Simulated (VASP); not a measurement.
Write the native input for VASP 6.6.1 that does the following.

```
Task                   : single point
Functional             : r2SCAN
Potentials or basis    : VASP PAW PBE potentials, release 64 (Hf_pv, N)
Cutoff                 : 520 eV
k mesh                 : 18 × 18 × 10
Occupations            : gaussian, width 0.15 eV
Spin                   : no spin polarisation
Dipole correction      : no
Further INCAR settings : ALGO = Normal; EDIFF = 1e-06; NBANDS = 23
```

HfN:

```
Hf N
1.0
     3.04997    0.00000    0.00000
    -1.52499    2.64135    0.00000
     0.00000    0.00000    5.58800
Hf N
2 2
Direct
  0.66667 0.33333 0.75000
  0.33333 0.66667 0.25000
  0.00000 0.00000 0.00000
  0.00000 0.00000 0.50000
```

This cell differs from its parent crystal: strain -0.030 along x and y, +0.030 along z.

The input as run:

POSCAR

```
HfN
1.0
    3.0499720507      0.0000000000      0.0000000000
   -1.5249860254      2.6413532767      0.0000000000
    0.0000000000      0.0000000000      5.5880023186
Hf N
2 2
Direct
    0.6666666667      0.3333333333      0.7500000000
    0.3333333333      0.6666666667      0.2500000000
    0.0000000000      0.0000000000      0.0000000000
    0.0000000000      0.0000000000      0.5000000000
```

INCAR.step1

```
SYSTEM = HfN
ALGO = Normal ; EDIFF = 1E-4
ENCUT = 520 ; GGA = PE
ISMEAR = 0 ; LASPH = .TRUE.
LCHARG = .FALSE. ; LREAL = .FALSE.
LWAVE = .TRUE. ; NBANDS = 23
NELM = 80 ; PREC = Accurate
SIGMA = 0.15
```

INCAR.step2

```
SYSTEM = HfN
ALGO = Normal ; EDIFF = 1E-6
ENCUT = 520 ; ISIF = 2
ISMEAR = 0 ; ISTART = 1
LASPH = .TRUE. ; LCHARG = .FALSE.
LMIXTAU = .TRUE. ; LREAL = .FALSE.
LWAVE = .FALSE. ; METAGGA = R2SCAN
NBANDS = 23 ; NELM = 80
PREC = Accurate ; SIGMA = 0.15
```

KPOINTS

```
k-points
0
G
  18 18 10
  0 0 0
```

Potentials or basis: VASP PAW PBE potentials, release 64 (Hf_pv, N).

Run with:

```bash
$ cat potpaw_PBE.64/Hf_pv/POTCAR potpaw_PBE.64/N/POTCAR > POTCAR
$ cp INCAR.step1 INCAR
$ mpirun -np 1 vasp_std > vasp.out
$ cp INCAR.step2 INCAR
$ mpirun -np 1 vasp_std > vasp.out
```

Results of the run:

```
Pressure               : 6.7 GPa
Band gap on the k mesh : zero (bands 15 and 16 overlap by 2.17 eV)
```

Caveat: the cell differs from its parent crystal (strain -0.030 along x and y, +0.030 along z); the stress differs along the axes, from -12 to 16 GPa; the PAW data sets were made with another functional, which shifts forces and pressure a little; spin-orbit coupling is left out, which moves the levels of the heavy elements.

Run time: 5.5 min on 1 thread of Intel(R) Xeon(R) 6975P-C (Granite Rapids) (shared host), peak memory 0.32 GiB.
